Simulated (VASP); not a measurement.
# P (Cmce) in VASP: notebook

P is run at these levels: PBEsol+D3(BJ); tasks: single point.

All numbers are computed with VASP 6.6.1; they aren't measurements. Logs are shortened: lines on timing, memory, paths and dates and some standing lists are left out, and cuts for length are marked.

## Step 1: The cell of the first run

It takes space group Cmce (No. 64, orthorhombic). Conventional cell: a = 3.349 Å, b = 9.896 Å, c = 3.983 Å, α = 90.00°, β = 90.00°, γ = 90.00°. P (site symmetry m) has 5 P at 2.23 to 3.01 Å within 3.1 Å.

## Step 2: Single point, PBEsol+D3(BJ) (strain along c alone, the other axes held: +4.0 %, then relaxed in part)

File INCAR:

```
ALGO     = Normal         # electronic algorithm
EDIFF    = 1E-6           # SCF threshold, eV
ENCUT    = 520            # plane-wave cutoff, eV
GGA      = PS             # functional
ISIF     = 2              # what is computed and relaxed
ISMEAR   = 0              # smearing method
IVDW     = 12             # dispersion correction
LASPH    = T              # aspherical terms in the spheres
LCHARG   = F              # write CHGCAR
LREAL    = F              # projectors in reciprocal space
LWAVE    = F              # write WAVECAR
NBANDS   = 30             # bands
NELM     = 100            # most SCF steps
PREC     = Accurate       # precision mode
SIGMA    = 0.1            # smearing width, eV
```

File KPOINTS:

```
k-points
0
Gamma
  10 4 10
```

File POSCAR:

```
P
1.0
    3.3491405139      0.0000000000      0.0000000000
    0.0000000000      9.8955566793      0.0000000000
    0.0000000000      0.0000000000      3.9829978849
P
8
Direct
    0.0000000000      0.8896761001      0.9357578763
    0.5000000000      0.8896761001      0.5642421237
    0.5000000000      0.6103238999      0.0642421237
    0.0000000000      0.6103238999      0.4357578763
    0.5000000000      0.3896761001      0.9357578763
    0.0000000000      0.3896761001      0.5642421237
    0.0000000000      0.1103238999      0.0642421237
    0.5000000000      0.1103238999      0.4357578763
```

Potentials or basis: VASP PAW PBE potentials, release 64 (P).

On the command line:

```sh
cat potpaw_PBE.64/P/POTCAR > POTCAR
mpirun -np 1 vasp_std > vasp.out
```

OUTCAR:

```text
EDIFF = 1E-6
   ENCUT = 520
   GGA = PS
   ISIF = 2
   ISMEAR = 0
   IVDW = 12
   LASPH = T
   LREAL = F
   NELM = 100
   PREC = Accurate
 IVDW          = 12

 ion  position               nearest neighbor table
   1  0.000  0.890  0.936-   2 2.23   2 2.23   7 2.24
   2  0.500  0.890  0.564-   1 2.23   1 2.23   8 2.24
   3  0.500  0.610  0.064-   4 2.23   4 2.23   5 2.24
   4  0.000  0.610  0.436-   3 2.23   3 2.23   6 2.24
   5  0.500  0.390  0.936-   6 2.23   6 2.23   3 2.24
   6  0.000  0.390  0.564-   5 2.23   5 2.23   4 2.24
   7  0.000  0.110  0.064-   8 2.23   8 2.23   1 2.24
   8  0.500  0.110  0.436-   7 2.23   7 2.23   2 2.24

  LATTYP: Found a simple orthorhombic cell.
 ALAT       =     3.3491405139
 B/A-ratio  =     1.1892597126
 C/A-ratio  =     2.9546555716

  Lattice vectors:

 A1 = (  -3.3491405139,   0.0000000000,   0.0000000000)
 A2 = (   0.0000000000,   0.0000000000,   3.9829978849)
 A3 = (   0.0000000000,   9.8955566793,   0.0000000000)

Analysis of symmetry for initial positions (statically):
=====================================================================
 Subroutine PRICEL returns following result:

  LATTYP: Found a base centered orthorhombic cell.
 ALAT       =     3.3491405139
 B/A-ratio  =     2.9546555716
 C/A-ratio  =     1.1892597126

  Lattice vectors:

 A1 = (  -1.6745702570,   4.9477783397,   0.0000000000)
 A2 = (  -1.6745702569,  -4.9477783397,   0.0000000000)
 A3 = (   0.0000000000,   0.0000000000,   3.9829978849)

   2 primitive cells build up your supercell.

 Routine SETGRP: Setting up the symmetry group for a
 simple orthorhombic supercell.

 Subroutine GETGRP returns: Found  8 space group operations
 (whereof  4 operations were pure point group operations)
 out of a pool of  8 trial point group operations.

The static configuration has the point symmetry C_2h.
 The point group associated with its full space group is D_2h.

Analysis of symmetry for dynamics (positions and initial velocities):
=====================================================================
 Subroutine PRICEL returns following result:

  LATTYP: Found a base centered orthorhombic cell.
 ALAT       =     3.3491405139
 B/A-ratio  =     2.9546555716
 C/A-ratio  =     1.1892597126

[... 120 lines left out ...]
   EDIFF  = 0.1E-05   stopping-criterion for ELM
   LREAL  =      F    real-space projection
   EDIFFG = 0.1E-04   stopping-criterion for IOM
   NSW    =      0    number of steps for IOM
   IBRION =     -1    ionic relax: 0-MD 1-quasi-New 2-CG
   NFREE  =      0    steps in history (QN), initial steepest desc. (CG)
   ISIF   =      2    stress and relaxation
   ISYM   =      2    0-nonsym 1-usesym 2-fastsym
   POTIM  = 0.5000    time-step for ionic-motion
   TEBEG  =    0.0;   TEEND  =   0.0 temperature during run
   PSTRESS=    0.0 pullay stress
   NELECT =      40.0000    total number of electrons
   NUPDOWN=      -1.0000    fix difference up-down
   EMIN   =  10.00;   EMAX   =-10.00  energy-range for DOS
   EFERMI =   0.00;   METHOD = LEGACY
   ISMEAR =     0;   SIGMA  =   0.10  broadening in eV -4-tet -1-fermi 0-gaus
   EFERMI_NEDOS =   21; number of points for ismear=-14 and -15
   IALGO  =     38    algorithm
   IMIX   =      4    mixing-type and parameters
     AMIX     =   0.40;   BMIX     =  1.00
     AMIX_MAG =   1.60;   BMIX_MAG =  1.00
  volume/ion in A,a.u.               =      16.50       111.35
  Fermi-wavevector in a.u.,A,eV,Ry     =   1.099597  2.077937 16.450993  1.209114
  Thomas-Fermi vector in A             =   2.235994
   LORBIT       =      0    0 simple, 1 ext, 2 COOP (PROOUT), +10 PAW based schemes
   GGA     = PS    functional components
   LHFCALC =     F    Hartree Fock is set to
   AEXX    =    0.0000 exact exchange contribution
   IVDW    =    12    specifies the selected vdW correction
   LEPSILON=     F    determine dielectric tensor
   LRPA    =     F    only Hartree local field effects (RPA)
 non-spin polarized calculation
 Gauss-broadening in eV      SIGMA  =   0.10
  energy-cutoff  :      520.00
  volume of cell :      132.00
 maximum number of plane-waves:      3588
 NGX is ok and might be reduce to    28
   NGX = 13   NGY = 37   NGZ = 15

 number of electron      39.9999999 magnetization

 Free energy of the ion-electron system (eV)
  ---------------------------------------------------
  ext. energy  EPLUGINS =         0.00000000
  ---------------------------------------------------
  free energy    TOTEN  =       -46.01056197 eV

  energy without entropy =      -46.00722759  energy(sigma->0) =      -46.00889478

 E-fermi :   8.1550     XC(G=0): -10.7449

 val. band max:        8.1003248663   @ k =   0.2000   0.0000   0.1000
 cond. band min:       8.1968804693   @ k =   0.0000   0.0000   0.3000
 fundamental gap:      0.0965556029
 Fermi energy:         8.1549544421

 k-point     1 :       0.0000    0.0000    0.0000
  band No.  band energies     occupation
      1      -8.1159      2.00000
      2      -7.6048      2.00000
      3      -5.6678      2.00000
      4      -4.3335      2.00000
      5      -0.6752      2.00000
      6      -0.4622      2.00000
[... 781 lines left out ...]
     29      11.0658      0.00000
     30      11.0658      0.00000

 [... further k-points ...]

------------------------ aborting loop because EDIFF is reached ----------------------------------------

 Edisp (eV)   -2.73638

 E8    (eV) :    -1.6228

  FORCE on cell =-STRESS in cart. coord.  units (eV):
  Direction    XX          YY          ZZ          XY          YZ          ZX
  --------------------------------------------------------------------------------------
  -------------------------------------------------------------------------------------
  Total      -1.63262    -0.35289    -1.44589     0.00000     0.00000     0.00000
  in kB     -19.81580    -4.28312   -17.54938     0.00000     0.00000     0.00000
  external pressure =      -13.88 kB  Pullay stress =        0.00 kB

 VOLUME and BASIS-vectors are now :
 -----------------------------------------------------------------------------
  energy-cutoff  :      520.00
  volume of cell :      132.00
      direct lattice vectors                 reciprocal lattice vectors
     3.349140514  0.000000000  0.000000000     0.298584068  0.000000000  0.000000000
     0.000000000  9.895556679  0.000000000     0.000000000  0.101055457  0.000000000
     0.000000000  0.000000000  3.982997885     0.000000000  0.000000000  0.251067168

 POSITION                                       TOTAL-FORCE (eV/Angst)
 -----------------------------------------------------------------------------------
      0.00000      8.80384      3.72712         0.000000      0.031109     -0.018924
      1.67457      8.80384      2.24738        -0.000000      0.031109      0.018924
      1.67457      6.03949      0.25588        -0.000000     -0.031109      0.018924
      0.00000      6.03949      1.73562         0.000000     -0.031109     -0.018924
      1.67457      3.85606      3.72712         0.000000      0.031109     -0.018924
      0.00000      3.85606      2.24738         0.000000      0.031109      0.018924
      0.00000      1.09172      0.25588         0.000000     -0.031109      0.018924
      1.67457      1.09172      1.73562        -0.000000     -0.031109     -0.018924
 -----------------------------------------------------------------------------------
    total drift:                               -0.000000      0.000000     -0.000000

  FREE ENERGIE OF THE ION-ELECTRON SYSTEM (eV)
  ---------------------------------------------------
  free  energy   TOTEN  =       -48.7469452539 eV

  energy  without entropy=      -48.7436108702  energy(sigma->0) =      -48.74527806
```

OSZICAR:

```text
N       E                     dE             d eps       ncg     rms          rms(c)
DAV:   1     0.126163174485E+03    0.12616E+03   -0.17045E+04  6480   0.116E+03
DAV:   2    -0.365460488572E+02   -0.16271E+03   -0.15615E+03  8142   0.183E+02
DAV:   3    -0.461777356080E+02   -0.96317E+01   -0.94697E+01  8366   0.427E+01
DAV:   4    -0.463322462847E+02   -0.15451E+00   -0.15384E+00  8464   0.618E+00
DAV:   5    -0.463346939948E+02   -0.24477E-02   -0.24460E-02  8328   0.742E-01    0.145E+01
DAV:   6    -0.461100302822E+02    0.22466E+00   -0.10887E-01  7992   0.149E+00    0.852E+00
DAV:   7    -0.460114447852E+02    0.98585E-01   -0.19343E-01  8106   0.194E+00    0.301E-01
DAV:   8    -0.460106714622E+02    0.77332E-03   -0.24383E-02  7634   0.722E-01    0.285E-01
DAV:   9    -0.460106899083E+02   -0.18446E-04   -0.78018E-04  8422   0.135E-01    0.157E-01
DAV:  10    -0.460105560583E+02    0.13385E-03   -0.42371E-04  8046   0.876E-02    0.865E-02
DAV:  11    -0.460105623540E+02   -0.62957E-05   -0.75319E-05  8126   0.407E-02    0.274E-02
DAV:  12    -0.460105619722E+02    0.38178E-06   -0.60676E-07  5202   0.455E-03
   1 F= -.48746945E+02 E0= -.48745278E+02  d E =-.333438E-02
```

Run time: 2.3 min. Hardware: 1 thread of Intel Xeon 6975P-C (Granite Rapids), shared host; peak memory 0.44 GiB.

What came out:

```
Free energy                : -48.7469 eV
Pressure                   : -1.4 GPa
Largest force              : 0.036 eV/Å
Band gap on the k mesh     : zero (bands 20 and 21 overlap by 0.36 eV)
Dispersion energy per atom : -0.342 eV
```

Forces on the atoms (eV/Å):
```
P    0.000  0.031 -0.019
P    0.000  0.031  0.019
P    0.000 -0.031  0.019
P    0.000 -0.031 -0.019
P    0.000  0.031 -0.019
P    0.000  0.031  0.019
P    0.000 -0.031  0.019
P    0.000 -0.031 -0.019
```

Stress tensor (GPa, compression positive):
```
-1.98  0.00  0.00
 0.00 -0.43  0.00
 0.00  0.00 -1.75
```

Caveat: the cell differs from its parent crystal (strain along c alone, the other axes held: +4.0 %, then relaxed in part); the PAW data sets were made with another functional, which shifts forces and pressure a little.

## Step 3: Single point, PBEsol+D3(BJ) (strain along c alone, the other axes held: +6.0 %, then relaxed in part)

File INCAR:

```
SYSTEM = P
  ALGO = Normal
  EDIFF = 1E-6
  ENCUT = 520
  GGA = PS
  ISIF = 2
  ISMEAR = 0
  IVDW = 12
  LASPH = .True.
  LCHARG = .False.
  LREAL = .False.
  LWAVE = .False.
  NBANDS = 30
  NELM = 80
  PREC = Accurate
  SIGMA = 0.1
```

File KPOINTS:

```
k-points
0
Gamma
  10 4 10
  0 0 0
```

File POSCAR:

```
P
1.0
    3.3491405139      0.0000000000      0.0000000000
    0.0000000000      9.8955566793      0.0000000000
    0.0000000000      0.0000000000      4.0595939981
P
8
Direct
    0.0000000000      0.8902496789      0.9323680754
    0.5000000000      0.8902496789      0.5676319246
    0.5000000000      0.6097503211      0.0676319246
    0.0000000000      0.6097503211      0.4323680754
    0.5000000000      0.3902496789      0.9323680754
    0.0000000000      0.3902496789      0.5676319246
    0.0000000000      0.1097503211      0.0676319246
    0.5000000000      0.1097503211      0.4323680754
```

Potentials or basis: VASP PAW PBE potentials, release 64 (P).

On the command line:

```sh
cat potpaw_PBE.64/P/POTCAR > POTCAR
mpirun -np 1 vasp_std > vasp.out
```

OUTCAR:

```text
SYSTEM = P
   EDIFF = 1E-6
   ENCUT = 520
   GGA = PS
   ISIF = 2
   ISMEAR = 0
   IVDW = 12
   LASPH = .True.
   LREAL = .False.
   NELM = 80
   PREC = Accurate
 IVDW          = 12

 ion  position               nearest neighbor table
   1  0.000  0.890  0.932-   2 2.24   2 2.24   7 2.24
   2  0.500  0.890  0.568-   1 2.24   1 2.24   8 2.24
   3  0.500  0.610  0.068-   4 2.24   4 2.24   5 2.24
[... 1032 lines left out ...]
  -------------------------------------------------------------------------------------
  Total      -2.39753    -0.38680    -1.97514     0.00000     0.00000     0.00000
  in kB     -28.55077    -4.60614   -23.52080     0.00000     0.00000     0.00000
  external pressure =      -18.89 kB  Pullay stress =        0.00 kB

 VOLUME and BASIS-vectors are now :
 -----------------------------------------------------------------------------
  energy-cutoff  :      520.00
  volume of cell :      134.54
      direct lattice vectors                 reciprocal lattice vectors
     3.349140514  0.000000000  0.000000000     0.298584068  0.000000000  0.000000000
     0.000000000  9.895556679  0.000000000     0.000000000  0.101055457  0.000000000
     0.000000000  0.000000000  4.059593998     0.000000000  0.000000000  0.246330052

 POSITION                                       TOTAL-FORCE (eV/Angst)
 -----------------------------------------------------------------------------------
      0.00000      8.80952      3.78504        -0.000000      0.027128     -0.020500
      1.67457      8.80952      2.30436        -0.000000      0.027128      0.020500
      1.67457      6.03382      0.27456         0.000000     -0.027128      0.020500
      0.00000      6.03382      1.75524        -0.000000     -0.027128     -0.020500
      1.67457      3.86174      3.78504        -0.000000      0.027128     -0.020500
      0.00000      3.86174      2.30436        -0.000000      0.027128      0.020500
      0.00000      1.08604      0.27456         0.000000     -0.027128      0.020500
      1.67457      1.08604      1.75524        -0.000000     -0.027128     -0.020500
 -----------------------------------------------------------------------------------
    total drift:                               -0.000000      0.000000      0.000000

  FREE ENERGIE OF THE ION-ELECTRON SYSTEM (eV)
  ---------------------------------------------------
  free  energy   TOTEN  =       -48.7183998171 eV

  energy  without entropy=      -48.7150021881  energy(sigma->0) =      -48.71670100
```

Wall time 2.4 min (1 thread of Intel Xeon 6975P-C (Granite Rapids), shared host); peak memory 0.44 GiB.

What came out:

```
Free energy                : -48.7184 eV
Pressure                   : -1.9 GPa
Largest force              : 0.034 eV/Å
Band gap on the k mesh     : zero (bands 20 and 21 overlap by 0.31 eV)
Dispersion energy per atom : -0.335 eV
```

Forces on the atoms (eV/Å):
```
P    0.000  0.027 -0.021
P    0.000  0.027  0.021
P    0.000 -0.027  0.021
P    0.000 -0.027 -0.021
P    0.000  0.027 -0.021
P    0.000  0.027  0.021
P    0.000 -0.027  0.021
P    0.000 -0.027 -0.021
```

Caveat: the cell differs from its parent crystal (strain along c alone, the other axes held: +6.0 %, then relaxed in part); the PAW data sets were made with another functional, which shifts forces and pressure a little.

The gap in the log of VASP goes by the Fermi energy; the results here count the filled bands.